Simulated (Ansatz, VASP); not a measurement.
Y: VASP beside Ansatz

The input POSCAR:

```
Y
1.0
    3.2224045319      0.0000000000      0.0000000000
    0.0000000000      3.2224045319      0.0000000000
    0.0000000000      0.0000000000      3.2224045319
Y
1
Direct
    0.0000000000      0.0000000000      0.0000000000
```

File INCAR.step1:

```
SYSTEM = Y
PREC     = Accurate       ! precision mode
ENCUT    = 550            ! plane-wave cutoff, eV
ISMEAR   = -1             ! smearing method
SIGMA    = 0.1            ! smearing width, eV
LREAL    = .FALSE.        ! projectors in reciprocal space
LASPH    = .TRUE.         ! aspherical terms in the spheres
NELM     = 120            ! most SCF steps
NBANDS   = 12             ! bands
GGA      = PE             ! functional
ALGO     = Normal         ! electronic algorithm
EDIFF    = 1E-5           ! SCF threshold, eV
LWAVE    = .TRUE.         ! write WAVECAR
LCHARG   = .FALSE.        ! write CHGCAR
GGA_COMPAT= .FALSE.
```

INCAR.step2

```
SYSTEM = Y
PREC     = Accurate       ! precision mode
ENCUT    = 550            ! plane-wave cutoff, eV
EDIFF    = 1E-6           ! SCF threshold, eV
ISMEAR   = -1             ! smearing method
SIGMA    = 0.1            ! smearing width, eV
LREAL    = .FALSE.        ! projectors in reciprocal space
LASPH    = .TRUE.         ! aspherical terms in the spheres
NELM     = 120            ! most SCF steps
ALGO     = Normal         ! electronic algorithm
ISIF     = 2              ! what is computed and relaxed
LWAVE    = .FALSE.        ! write WAVECAR
LCHARG   = .TRUE.         ! write CHGCAR
METAGGA  = R2SCAN         ! meta-GGA
LMIXTAU  = .TRUE.       
LELF     = .TRUE.         ! ELF
LVHAR    = .TRUE.       
NBANDS   = 12             ! bands
ISTART   = 1            
GGA_COMPAT= .FALSE.
```

Contents of KPOINTS:

```
Automatic mesh
0
G
  11 11 11
  0 0 0
```

Input for Ansatz:

```yaml
crystal:
  lattice:
    - [3.2224045319, 0.0, 0.0]
    - [0.0, 3.2224045319, 0.0]
    - [0.0, 0.0, 3.2224045319]
  atoms:
    - { symbol: "Y", position: [0.0, 0.0, 0.0] }
hamiltonian:
  xc: r2scan
  pseudopotentials:
    kind: paw
    azcp:
      "Y": "pseudopotentials/Y.paw.azcp"
basis:
  ecutwfc: 500
  fft_grid_basis: typed
kpoints:
  mp_grid: { grid: [11, 11, 11], shift: [0, 0, 0] }
magnetization:
  spin_polarized: false
scf:
  occupations: { method: fermi_dirac, width: 0.1 }
  lower_state_search: "off"
output:
  stress: true
```

Alike in both runs: task single point; functional r2SCAN; k mesh 11 × 11 × 11; occupations fermi-dirac, width 0.1 eV; no spin polarisation.

|  | VASP | Ansatz |
| --- | --- | --- |
| version | VASP 6.6.1 | Ansatz 0.2.0 |
| potentials or method | VASP PAW PBE potentials, release 64 (Y_sv), cutoff 550 eV | plane waves (500 eV) with PAW, scalar-relativistic |
| valence electrons in the cell | 11 | 11 |

|  | VASP | Ansatz | Ansatz less VASP |
| --- | --- | --- | --- |
| pressure (GPa) | 0.4 | 1.0 | +0.57 |

VASP's potentials were made for PBE, not for r2SCAN.
